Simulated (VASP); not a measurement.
# AlN (P6_3mc) in VASP: further runs, part 2 of 3

VASP 6.6.1. Earlier steps stand in the parts before.

### 3 Single point, HSE06 (10.06 Å³/atom)

This run uses another cell than the first one, of 10.06 Å³/atom.

POSCAR

```
AlN
1.0
    3.0761274231      0.0000000000      0.0000000000
   -1.5380637115      2.6640044936      0.0000000000
    0.0000000000      0.0000000000      4.9109836137
Al N
2 2
Direct
    0.3333333333      0.6666666667     -0.0013018179
    0.6666666667      0.3333333333      0.4986981821
    0.3333333333      0.6666666667      0.3813018179
    0.6666666667      0.3333333333      0.8813018179
```

INCAR.step1

```
PREC = Accurate ; ENCUT = 520
EDIFF = 1E-5 ; ISMEAR = 0
SIGMA = 0.02 ; LREAL = False
LASPH = True ; NELM = 120
ALGO = Normal ; ISIF = 2
LWAVE = True ; LCHARG = False
NBANDS = 16 ; GGA = PE
GGA_COMPAT = False
```

INCAR.step2

```
PREC = Accurate ; ENCUT = 520
EDIFF = 1E-6 ; ISMEAR = 0
SIGMA = 0.02 ; LREAL = False
LASPH = True ; NELM = 120
ALGO = Normal ; ISIF = 2
LWAVE = False ; LCHARG = False
GGA = PE ; LHFCALC = True
HFSCREEN = 0.2079 ; PRECFOCK = Normal
NBANDS = 16 ; ISTART = 1
GGA_COMPAT = False
```

KPOINTS

```
regular mesh
0
Gamma
  6 6 4
```

Potentials or basis: VASP PAW PBE potentials, release 64 (Al, N).

Started as:

```
$ cat potpaw_PBE.64/Al/POTCAR potpaw_PBE.64/N/POTCAR > POTCAR
$ cp INCAR.step1 INCAR
$ mpirun -np 1 vasp_std > vasp.out
$ cp INCAR.step2 INCAR
$ mpirun -np 1 vasp_std > vasp.out
```

OUTCAR:

```text
PREC = Accurate
   ENCUT = 520
   EDIFF = 1E-6
   ISMEAR = 0
   LREAL = False
   LASPH = True
   NELM = 120
   ISIF = 2
   GGA = PE
   LHFCALC = True
   HFSCREEN = 0.2079
   PRECFOCK = Normal
   ISTART = 1

 ion  position               nearest neighbor table
   1  0.333  0.667  0.999-   4 1.87   4 1.87   4 1.87   3 1.88   2 3.03   2 3.03   2 3.03   2 3.03
                             2 3.03   2 3.03
   2  0.667  0.333  0.499-   3 1.87   3 1.87   3 1.87   4 1.88   1 3.03   1 3.03   1 3.03   1 3.03
                             1 3.03   1 3.03
   3  0.333  0.667  0.381-   2 1.87   2 1.87   2 1.87   1 1.88
   4  0.667  0.333  0.881-   1 1.87   1 1.87   1 1.87   2 1.88

  LATTYP: Found a hexagonal cell.
 ALAT       =     3.0761274231
 C/A-ratio  =     1.5964825049

  Lattice vectors:

 A1 = (   3.0761274231,   0.0000000000,   0.0000000000)
 A2 = (  -1.5380637115,   2.6640044936,   0.0000000000)
 A3 = (   0.0000000000,   0.0000000000,   4.9109836137)

Analysis of symmetry for initial positions (statically):
=====================================================================
 Subroutine PRICEL returns:
 Original cell was already a primitive cell.

 Routine SETGRP: Setting up the symmetry group for a
 hexagonal supercell.

 Subroutine GETGRP returns: Found 12 space group operations
 (whereof  6 operations were pure point group operations)
 out of a pool of 24 trial point group operations.

The static configuration has the point symmetry C_3v.
 The point group associated with its full space group is C_6v.

Analysis of symmetry for dynamics (positions and initial velocities):
=====================================================================
 Subroutine PRICEL returns:
 Original cell was already a primitive cell.

 Routine SETGRP: Setting up the symmetry group for a
 hexagonal supercell.

[... 131 lines left out ...]
   LHFCALC =     T    Hartree Fock is set to
   PRECFOCK=normal    Normal, Fast or Accurate (Low or Medium for compatibility)
   ENCUT4O =  -1.0   cutoff for four orbital integrals eV
   NKREDX  =     1    reduce k-point grid by
   NKREDY  =     1    reduce k-point grid by
   NKREDZ  =     1    reduce k-point grid by
   AEXX    =    0.2500 exact exchange contribution
   HFSCREEN=    0.2079 screening length (either q_TF or 0.3 A-1)
   HFSCREENC=   0.2079 screening length for correlation (either q_TF or 0.3 A-1)
   ENCUTFOCK=  -1.0 apply spherical cutoff to Coloumb kernel
   IVDW    =     0    specifies the selected vdW correction
   LEPSILON=     F    determine dielectric tensor
   LRPA    =     F    only Hartree local field effects (RPA)
 non-spin polarized calculation
 Gauss-broadening in eV      SIGMA  =   0.02
  energy-cutoff  :      520.00
  volume of cell :       40.24
 maximum number of plane-waves:      1092
 NGX is ok and might be reduce to    24
  NGX = 18; NGY = 18; NGZ = 28

 number of electron      15.9999996 magnetization

 Free energy of the ion-electron system (eV)
  ---------------------------------------------------
  ext. energy  EPLUGINS =         0.00000000
  ---------------------------------------------------
  free energy    TOTEN  =       -34.86961735 eV

  energy without entropy =      -34.86961735  energy(sigma->0) =      -34.86961735

 E-fermi :   5.7326     XC(G=0):  -9.1221

 val. band max:        5.6224499996   @ k =   0.0000   0.0000   0.0000
 cond. band min:      11.5163715794   @ k =   0.0000   0.0000   0.0000
 fundamental gap:      5.8939215798
 Fermi energy:         5.7326310915

 k-point     1 :       0.0000    0.0000    0.0000
  band No.  band energies     occupation
      1     -11.3443      2.00000
      2      -8.9189      2.00000
      3      -1.0782      2.00000
      4       4.5989      2.00000
      5       4.5989      2.00000
      6       5.3411      2.00000
[... 376 lines left out ...]
      3       0.2239      2.00000
      4       0.2239      2.00000
      5       1.2757      2.00000
      6       1.2757      2.00000
[... 8 lines left out ...]
     15      21.3603      0.00000
     16      21.3603      0.00000

------------------------ aborting loop because EDIFF is reached ----------------------------------------

  FORCE on cell =-STRESS in cart. coord.  units (eV):
  Direction    XX          YY          ZZ          XY          YZ          ZX
  --------------------------------------------------------------------------------------
  -------------------------------------------------------------------------------------
  Total        1.6585269      1.6585269      1.7189463      0.0000000      0.0000000      0.0000000
  in kB       66.0275741     66.0275741     68.4329313      0.0000000      0.0000000      0.0000000
  external PRESSURE =      66.8293598 kB  Pullay stress =       0.0000000 kB

 VOLUME and BASIS-vectors are now :
 -----------------------------------------------------------------------------
  energy-cutoff  :      520.00
  volume of cell :       40.24
      direct lattice vectors                 reciprocal lattice vectors
     3.076127423  0.000000000  0.000000000     0.325084063  0.187687371  0.000000000
    -1.538063711  2.664004494  0.000000000     0.000000000  0.375374742  0.000000000
     0.000000000  0.000000000  4.910983614     0.000000000  0.000000000  0.203625196

 POSITION                                       TOTAL-FORCE (eV/Angst)
 -----------------------------------------------------------------------------------
     -0.00000      1.77600      4.90459         0.000000     -0.000000     -0.003407
      1.53806      0.88800      2.44910         0.000000     -0.000000     -0.003407
     -0.00000      1.77600      1.87257         0.000000      0.000000      0.003407
      1.53806      0.88800      4.32806        -0.000000     -0.000000      0.003407
 -----------------------------------------------------------------------------------
    total drift:                                0.000000     -0.000000      0.000152

  FREE ENERGIE OF THE ION-ELECTRON SYSTEM (eV)
  ---------------------------------------------------
  free  energy   TOTEN  =       -34.8696173505 eV

  energy  without entropy=      -34.8696173505  energy(sigma->0) =      -34.86961735
```

OUTCAR.step1:

```text
PREC = Accurate
   ENCUT = 520
   EDIFF = 1E-5
   ISMEAR = 0
   LREAL = False
[... 627 lines left out ...]
     -0.00000      1.77600      4.90459         0.000000     -0.000000     -0.008456
      1.53806      0.88800      2.44910        -0.000000      0.000000     -0.008456
     -0.00000      1.77600      1.87257         0.000000     -0.000000      0.008456
      1.53806      0.88800      4.32806        -0.000000     -0.000000      0.008456
 -----------------------------------------------------------------------------------
    total drift:                               -0.000000      0.000000      0.000231

  FREE ENERGIE OF THE ION-ELECTRON SYSTEM (eV)
  ---------------------------------------------------
  free  energy   TOTEN  =       -29.6972748680 eV

  energy  without entropy=      -29.6972748680  energy(sigma->0) =      -29.69727487
```

Run time: 30 min. Hardware: 1 thread of Intel Xeon Platinum 8488C (Sapphire Rapids), shared host; peak memory 0.26 GiB.

What came out:

| Property | Result |
| --- | --- |
| Free energy | -34.8696 eV |
| Pressure | 6.7 GPa |
| Largest force | 0.003 eV/Å |
| Band gap on the k mesh | 5.89 eV |

Forces on the atoms (eV/Å):
```
Al   0.000  0.000 -0.003
Al   0.000  0.000 -0.003
N    0.000  0.000  0.003
N    0.000  0.000  0.003
```

Caveat: the cell stands under pressure; the PAW data sets were made with another functional, which shifts forces and pressure a little.

### 4 Single point, HSE06 (10.68 Å³/atom)

This run uses another cell than the first one, of 10.68 Å³/atom.

POSCAR

```
AlN
1.0
    3.1343415360      0.0000000000      0.0000000000
   -1.5671707680      2.7144193943      0.0000000000
    0.0000000000      0.0000000000      5.0228473809
Al N
2 2
Direct
    0.3333333333      0.6666666667     -0.0008506874
    0.6666666667      0.3333333333      0.4991493126
    0.3333333333      0.6666666667      0.3808506874
    0.6666666667      0.3333333333      0.8808506874
```

INCAR.step1

```
PREC = Accurate
ENCUT = 520
EDIFF = 1E-5
ISMEAR = 0
SIGMA = 0.02
LREAL = False
LASPH = True
NELM = 120
ALGO = Normal
ISIF = 2
LWAVE = True
LCHARG = False
GGA = PE
NBANDS = 16
GGA_COMPAT = False
```

INCAR.step2

```
PREC = Accurate
ENCUT = 520
EDIFF = 1E-6
ISMEAR = 0
SIGMA = 0.02
LREAL = False
LASPH = True
NELM = 120
ALGO = Normal
ISIF = 2
LWAVE = False
LCHARG = False
GGA = PE
LHFCALC = True
HFSCREEN = 0.2079
PRECFOCK = Normal
ISTART = 1
NBANDS = 16
GGA_COMPAT = False
```

KPOINTS is that of step 3.

Potentials or basis: VASP PAW PBE potentials, release 64 (Al, N).

Started as:

```
$ cat potpaw_PBE.64/Al/POTCAR potpaw_PBE.64/N/POTCAR > POTCAR
$ cp INCAR.step1 INCAR
$ mpirun -np 1 vasp_std > vasp.out
$ cp INCAR.step2 INCAR
$ mpirun -np 1 vasp_std > vasp.out
```

OUTCAR:

```text
PREC = Accurate
   ENCUT = 520
   EDIFF = 1E-6
   ISMEAR = 0
   LREAL = False
   LASPH = True
   NELM = 120
   ISIF = 2
   GGA = PE
   LHFCALC = True
   HFSCREEN = 0.2079
   PRECFOCK = Normal
   ISTART = 1

 ion  position               nearest neighbor table
   1  0.333  0.667  0.999-   4 1.90   4 1.90   4 1.90   3 1.92   2 3.10   2 3.10   2 3.10   2 3.10
                             2 3.10   2 3.10
   2  0.667  0.333  0.499-   3 1.90   3 1.90   3 1.90   4 1.92   1 3.10   1 3.10   1 3.10   1 3.10
                             1 3.10   1 3.10
   3  0.333  0.667  0.381-   2 1.90   2 1.90   2 1.90   1 1.92
   4  0.667  0.333  0.881-   1 1.90   1 1.90   1 1.90   2 1.92

  LATTYP: Found a hexagonal cell.
 ALAT       =     3.1343415360
 C/A-ratio  =     1.6025207602

  Lattice vectors:

 A1 = (   3.1343415360,   0.0000000000,   0.0000000000)
 A2 = (  -1.5671707680,   2.7144193943,   0.0000000000)
 A3 = (   0.0000000000,   0.0000000000,   5.0228473809)

Analysis of symmetry for initial positions (statically):
=====================================================================
 Subroutine PRICEL returns:
 Original cell was already a primitive cell.

 Routine SETGRP: Setting up the symmetry group for a
 hexagonal supercell.

 Subroutine GETGRP returns: Found 12 space group operations
 (whereof  6 operations were pure point group operations)
 out of a pool of 24 trial point group operations.

The static configuration has the point symmetry C_3v.
 The point group associated with its full space group is C_6v.

Analysis of symmetry for dynamics (positions and initial velocities):
=====================================================================
 Subroutine PRICEL returns:
 Original cell was already a primitive cell.

 Routine SETGRP: Setting up the symmetry group for a
 hexagonal supercell.

[... 131 lines left out ...]
   LHFCALC =     T    Hartree Fock is set to
   PRECFOCK=normal    Normal, Fast or Accurate (Low or Medium for compatibility)
   ENCUT4O =  -1.0   cutoff for four orbital integrals eV
   NKREDX  =     1    reduce k-point grid by
   NKREDY  =     1    reduce k-point grid by
   NKREDZ  =     1    reduce k-point grid by
   AEXX    =    0.2500 exact exchange contribution
   HFSCREEN=    0.2079 screening length (either q_TF or 0.3 A-1)
   HFSCREENC=   0.2079 screening length for correlation (either q_TF or 0.3 A-1)
   ENCUTFOCK=  -1.0 apply spherical cutoff to Coloumb kernel
   IVDW    =     0    specifies the selected vdW correction
   LEPSILON=     F    determine dielectric tensor
   LRPA    =     F    only Hartree local field effects (RPA)
 non-spin polarized calculation
 Gauss-broadening in eV      SIGMA  =   0.02
  energy-cutoff  :      520.00
  volume of cell :       42.73
 maximum number of plane-waves:      1182
 NGX is ok and might be reduce to    24
  NGX = 18; NGY = 18; NGZ = 30

 number of electron      15.9999998 magnetization

 Free energy of the ion-electron system (eV)
  ---------------------------------------------------
  ext. energy  EPLUGINS =         0.00000000
  ---------------------------------------------------
  free energy    TOTEN  =       -34.87071413 eV

  energy without entropy =      -34.87071413  energy(sigma->0) =      -34.87071413

 E-fermi :   5.1767     XC(G=0):  -8.9187

 val. band max:        5.0353646204   @ k =   0.0000   0.0000   0.0000
 cond. band min:      10.3699485115   @ k =   0.0000   0.0000   0.0000
 fundamental gap:      5.3345838911
 Fermi energy:         5.1766681741

 k-point     1 :       0.0000    0.0000    0.0000
  band No.  band energies     occupation
      1     -11.5250      2.00000
      2      -9.3147      2.00000
      3      -1.3628      2.00000
      4       4.0922      2.00000
      5       4.0922      2.00000
      6       4.8088      2.00000
[... 376 lines left out ...]
      3      -0.1548      2.00000
      4      -0.1548      2.00000
      5       0.9500      2.00000
      6       0.9500      2.00000
[... 8 lines left out ...]
     15      20.3943      0.00000
     16      20.3943      0.00000

------------------------ aborting loop because EDIFF is reached ----------------------------------------

  FORCE on cell =-STRESS in cart. coord.  units (eV):
  Direction    XX          YY          ZZ          XY          YZ          ZX
  --------------------------------------------------------------------------------------
  -------------------------------------------------------------------------------------
  Total       -1.6484592     -1.6484592     -1.6073463      0.0000000      0.0000000      0.0000000
  in kB      -61.8038495    -61.8038495    -60.2624517      0.0000000      0.0000000      0.0000000
  external PRESSURE =     -61.2900502 kB  Pullay stress =       0.0000000 kB

 VOLUME and BASIS-vectors are now :
 -----------------------------------------------------------------------------
  energy-cutoff  :      520.00
  volume of cell :       42.73
      direct lattice vectors                 reciprocal lattice vectors
     3.134341536  0.000000000  0.000000000     0.319046278  0.184201454  0.000000000
    -1.567170768  2.714419394  0.000000000     0.000000000  0.368402909  0.000000000
     0.000000000  0.000000000  5.022847381     0.000000000  0.000000000  0.199090262

 POSITION                                       TOTAL-FORCE (eV/Angst)
 -----------------------------------------------------------------------------------
     -0.00000      1.80961      5.01857        -0.000000      0.000000      0.009608
      1.56717      0.90481      2.50715         0.000000     -0.000000      0.009608
     -0.00000      1.80961      1.91295        -0.000000     -0.000000     -0.009608
      1.56717      0.90481      4.42438         0.000000      0.000000     -0.009608
 -----------------------------------------------------------------------------------
    total drift:                                0.000000     -0.000001      0.000309

  FREE ENERGIE OF THE ION-ELECTRON SYSTEM (eV)
  ---------------------------------------------------
  free  energy   TOTEN  =       -34.8707141286 eV

  energy  without entropy=      -34.8707141286  energy(sigma->0) =      -34.87071413
```

OUTCAR.step1:

```text
PREC = Accurate
   ENCUT = 520
   EDIFF = 1E-5
   ISMEAR = 0
   LREAL = False
[... 627 lines left out ...]
     -0.00000      1.80961      5.01857         0.000000      0.000000      0.006684
      1.56717      0.90481      2.50715        -0.000000      0.000000      0.006684
     -0.00000      1.80961      1.91295         0.000000     -0.000000     -0.006684
      1.56717      0.90481      4.42438        -0.000000      0.000000     -0.006684
 -----------------------------------------------------------------------------------
    total drift:                               -0.000000     -0.000000      0.000756

  FREE ENERGIE OF THE ION-ELECTRON SYSTEM (eV)
  ---------------------------------------------------
  free  energy   TOTEN  =       -29.7786146805 eV

  energy  without entropy=      -29.7786146805  energy(sigma->0) =      -29.77861468
```

OSZICAR.step1:

```text
N       E                     dE             d eps       ncg     rms          rms(c)
DAV:   1     0.412914593696E+02    0.41291E+02   -0.73592E+03   672   0.897E+02
DAV:   2    -0.306842209576E+02   -0.71976E+02   -0.66169E+02   896   0.183E+02
DAV:   3    -0.344187318317E+02   -0.37345E+01   -0.37252E+01   872   0.438E+01
DAV:   4    -0.344425045183E+02   -0.23773E-01   -0.23772E-01   784   0.392E+00
DAV:   5    -0.344428153141E+02   -0.31080E-03   -0.31079E-03   872   0.452E-01    0.120E+01
DAV:   6    -0.297627677897E+02    0.46800E+01   -0.10686E+01   800   0.236E+01    0.411E+00
DAV:   7    -0.297903868821E+02   -0.27619E-01   -0.65923E-01   720   0.571E+00    0.292E+00
DAV:   8    -0.297833447216E+02    0.70422E-02   -0.62755E-02   744   0.231E+00    0.624E-01
DAV:   9    -0.297780539751E+02    0.52907E-02   -0.12553E-02   864   0.825E-01    0.253E-01
DAV:  10    -0.297787022670E+02   -0.64829E-03   -0.24114E-03   728   0.308E-01    0.138E-01
DAV:  11    -0.297786113647E+02    0.90902E-04   -0.19163E-04   792   0.106E-01    0.347E-02
DAV:  12    -0.297786146805E+02   -0.33158E-05   -0.12592E-05   608   0.285E-02
   1 F= -.29778615E+02 E0= -.29778615E+02  d E =-.115182E-32
```

Wall time 40 min (1 thread of Intel Xeon 8259CL, shared host); peak memory 0.27 GiB.

What came out:

| Item | Value |
| --- | --- |
| Free energy | -34.8707 eV |
| Pressure | -6.1 GPa |
| Largest force | 0.010 eV/Å |
| Band gap on the k mesh | 5.33 eV |

Forces in eV/Å, atoms in the order of the input:
```
Al   0.000  0.000  0.010
Al   0.000  0.000  0.010
N    0.000  0.000 -0.010
N    0.000  0.000 -0.010
```

Stress tensor (GPa, compression positive):
```
-6.18  0.00  0.00
 0.00 -6.18  0.00
 0.00  0.00 -6.03
```

Caveat: the cell stands under tension; the PAW data sets were made with another functional, which shifts forces and pressure a little.

(Continued in part 3 of 3.)
